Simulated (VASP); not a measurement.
Runs of VASP 6.6.1 on Li3Dy. The structure is that of space group Fm-3m (No. 225), or close to it. The cells are those of the table. 

```csv
task,level,cell,k mesh,cutoff (eV),gap on the mesh (eV),pressure (GPa),relaxed volume (Å³/atom)
single point,r2SCAN,"a = 5.084 Å, angles 60.0°, 4 atoms",12 × 12 × 12,830,none,0.1,-
relaxation of cell and atoms,PBE,"relaxed from a = 5.057 Å, angles 60.0°, 4 atoms",12 × 12 × 12,750,none,0.0,23.01
relaxation of cell and atoms,PBE,"relaxed from a = 4.712 Å, angles 60.0°, 4 atoms",4 × 4 × 4,750,none,0.0,22.85
single point,PBE,"a = 5.057 Å, angles 60.0°, 4 atoms",4 × 4 × 4,750,none,0.1,-
single point,PBE,"a = 4.712 Å, angles 60.0°, 4 atoms",4 × 4 × 4,750,none,(a),-
single point,PBE,"a = 5.071 Å, angles 60.0°, 4 atoms",12 × 12 × 12,750,none,0.0,-
```

Alike in all rows: potentials or basis VASP PAW PBE potentials, release 64 (Li_sv, Dy_3), 4f in core; no spin polarisation; smearing gaussian 0.1 eV.

**Question.** Estimate the missing entries.

**Answer.** (a) 7.0.

Caveats: some runs use coarse meshes; spin-orbit coupling is left out, which moves the levels of the heavy elements; the 4f electrons are frozen in the core, so they carry no moment and show no levels; the PAW data sets were made with another functional, which shifts forces and pressure a little (at least some runs); the volume moved by over 15 % at a fixed basis, so the end points are rough (at least some runs).

A k mesh can miss the band edges, and the runs leave out spin-orbit coupling on Dy.

A gap of «none» marks levels without a gap at the run's occupations.
